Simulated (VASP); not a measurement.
# Be2ZnSO3: single point with PBE

Be2ZnSO3:

```
CELL_PARAMETERS angstrom
2.57884 -3.20938 0.11561
2.57884 3.20938 0.11561
-1.04087 0.00000 5.33335
ATOMIC_POSITIONS crystal
Be 0.41077 0.00636 0.54672
Be 0.00636 0.41077 0.54672
Zn 0.68997 0.68997 0.86887
S 0.79281 0.79281 0.28739
O 0.71470 0.25941 0.69102
O 0.25941 0.71470 0.69102
O 0.12599 0.12599 0.36828
```

- Program: VASP 6.6.1
- Task: single point
- Functional: PBE
- Potentials or basis: VASP PAW PBE potentials, release 64 (Be, Zn, S, O_h)
- Cutoff: 1340 eV
- k mesh: 6 × 6 × 4
- Occupations: gaussian, width 0.02 eV
- Spin: no spin polarisation
- Dipole correction: no
- Further INCAR settings: ALGO = Normal; EDIFF = 1e-06; NBANDS = 29

```json
{
  "Pressure": "2.0 GPa",
  "Largest force": "0.142 eV/Å",
  "Band gap on the k mesh": "2.58 eV (least direct gap 2.85 eV)"
}
```

Forces in eV/Å, atoms in the order of the input:
```
Be   0.003  0.009 -0.001
Be   0.003 -0.009 -0.001
Zn   0.057  0.000  0.072
S    0.132  0.000  0.042
O   -0.032 -0.053 -0.029
O   -0.032  0.053 -0.029
O   -0.131  0.000 -0.054
```

Stress tensor (GPa, compression positive):
```
1.67 0.00 0.08
0.00 2.23 0.00
0.08 0.00 2.10
```

Levels at points of the mesh, in eV from the valence-band top:
| k point | band 16 | band 17 | band 18 | band 19 | band 20 | band 21 | band 22 | band 23 | band 24 | band 25 |
| --- | --- | --- | --- | --- | --- | --- | --- | --- | --- | --- |
| (0.00, 0.00, 0.00) | -2.24 | -1.93 | -1.64 | -0.45 | -0.43 | 2.66 | 4.31 | 5.81 | 7.04 | 7.49 |
| (0.50, 0.00, 0.00) | -2.50 | -2.36 | -1.53 | -0.78 | -0.32 | 3.00 | 4.63 | 6.81 | 7.37 | 8.41 |
| (0.50, 0.50, 0.00) | -2.40 | -2.04 | -1.10 | -0.61 | -0.42 | 3.47 | 5.68 | 7.90 | 8.25 | 8.68 |
| (0.00, 0.00, 0.50) | -2.03 | -1.70 | -1.59 | -1.55 | -1.03 | 3.96 | 4.99 | 6.46 | 6.74 | 8.09 |
| (0.50, 0.00, 0.50) | -2.54 | -1.90 | -1.30 | -0.60 | -0.36 | 3.15 | 5.76 | 5.98 | 7.51 | 7.97 |
| (0.50, 0.50, 0.50) | -2.07 | -2.02 | -0.72 | -0.56 | -0.01 | 3.79 | 5.59 | 5.97 | 7.37 | 7.93 |

It took 6 min on 1 thread of AMD EPYC 9R45 96-Core Processor (Zen 5) (shared host), peak memory 0.74 GiB.

A k mesh can miss the band edges.
